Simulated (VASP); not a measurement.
BiTe3:

```xyz
4
Lattice="5.0970 0.0000 0.0000 0.0000 5.0970 0.0000 0.0000 0.0000 5.0970" Properties=species:S:1:pos:R:3 pbc="T T T"
Bi    0.0000    0.0000    0.0000
Te    0.0000    2.5485    2.5485
Te    2.5485    0.0000    2.5485
Te    2.5485    2.5485    0.0000
```

| Item | Value |
| --- | --- |
| Program | VASP 6.6.1 |
| Task | relaxation of cell and atoms |
| Functional | PBE |
| Potentials or basis | VASP PAW PBE potentials, release 64 (Bi_d, Te) |
| Cutoff | 600 eV |
| k mesh | 4 × 4 × 4 |
| Occupations | gaussian, width 0.1 eV |
| Spin | no spin polarisation |

At the start: pressure -4.4 GPa; volume 33.10 Å³/atom.

Question: Where does the relaxation end?

Answer: Over 3 steps the energy falls by 55.5 meV/atom and the volume is 29.49 Å³/atom (-10.9 %); space group Pm-3m (No. 221, to 0.05 Å).

Step by step:
```csv
step,energy change (eV),largest force (eV/Å),pressure (GPa),volume (Å³)
1,0.0000,0.0000,-4.44,132.42
2,-0.2144,0.0000,1.08,115.62
3,-0.2222,0.0000,0.01,117.98
```

Final structure:
```
CELL_PARAMETERS angstrom
4.90456 0.00000 0.00000
0.00000 4.90456 0.00000
0.00000 0.00000 4.90456
ATOMIC_POSITIONS crystal
Bi 0.00000 0.00000 0.00000
Te 0.00000 0.50000 0.50000
Te 0.50000 0.00000 0.50000
Te 0.50000 0.50000 0.00000
```
